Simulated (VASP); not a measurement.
The system is Be3Pd2S.

```
Be Pd S
1.0
     5.32091    0.00000    0.00000
    -2.66046    4.60805    0.00000
     0.00000    0.00000    2.87985
Be Pd S
3 2 1
Direct
  0.50000 0.00000 0.50000
  0.50000 0.50000 0.50000
  0.00000 0.50000 0.50000
  0.33333 0.66667 0.00000
  0.66667 0.33333 0.00000
  0.00000 0.00000 0.00000
```

| Item | Value |
| --- | --- |
| Program | VASP 6.6.1 |
| Task | relaxation of cell and atoms |
| Functional | PBE |
| Potentials or basis | VASP PAW PBE potentials, release 64 (Be, Pd, S) |
| Cutoff | 600 eV |
| k mesh | 6 × 6 × 6 |
| Occupations | gaussian, width 0.1 eV |
| Spin | no spin polarisation |

At the start: pressure 30.8 GPa; volume 11.77 Å³/atom.

Task: How do energy, volume and symmetry change on relaxing?

Result: Over 18 steps the energy falls by 363.5 meV/atom and the volume is 13.05 Å³/atom (+10.9 %); space group P6/mmm (No. 191, to 0.05 Å).

Step by step:
```tsv
step	energy change (eV)	largest force (eV/Å)	pressure (GPa)	volume (Å³)
1	0.0000	0.0000	30.80	70.61
2	-0.8579	0.0000	-10.26	96.26
3	-1.2595	0.0000	-0.23	85.26
4	-1.2591	0.0000	-0.62	85.57
5	-1.2661	0.0000	-0.58	85.35
6	-1.2834	0.0000	-0.44	84.66
7	-1.3822	0.0000	-0.43	83.18
8	-1.9433	0.0000	0.16	79.81
9	-1.8779	0.0000	11.11	71.71
10	-2.1536	0.0000	3.95	75.98
11	-2.1588	0.0000	3.52	76.29
12	-2.1626	0.0000	3.22	76.38
13	-2.1652	0.0000	2.75	76.52
14	-2.1654	0.0000	2.54	76.58
15	-2.1693	0.0000	2.16	76.81
16	-2.1775	0.0000	1.08	77.52
17	-2.1792	0.0000	-0.90	78.92
18	-2.1810	0.0000	-0.11	78.33
```

Final structure:
```yaml
crystal:
  lattice:
    - [4.93316, 0.00000, 0.00000]
    - [-2.46658, 4.27225, 0.00000]
    - [0.00000, 0.00000, 3.71657]
  atoms:
    - { symbol: Be, position: [0.50000, 0.00000, 0.50000] }
    - { symbol: Be, position: [0.50000, 0.50000, 0.50000] }
    - { symbol: Be, position: [0.00000, 0.50000, 0.50000] }
    - { symbol: Pd, position: [0.33333, 0.66667, 0.00000] }
    - { symbol: Pd, position: [0.66667, 0.33333, 0.00000] }
    - { symbol: S, position: [0.00000, 0.00000, 0.00000] }
```

Caveat: the k points lie up to 0.28 Å⁻¹ apart in the final cell.
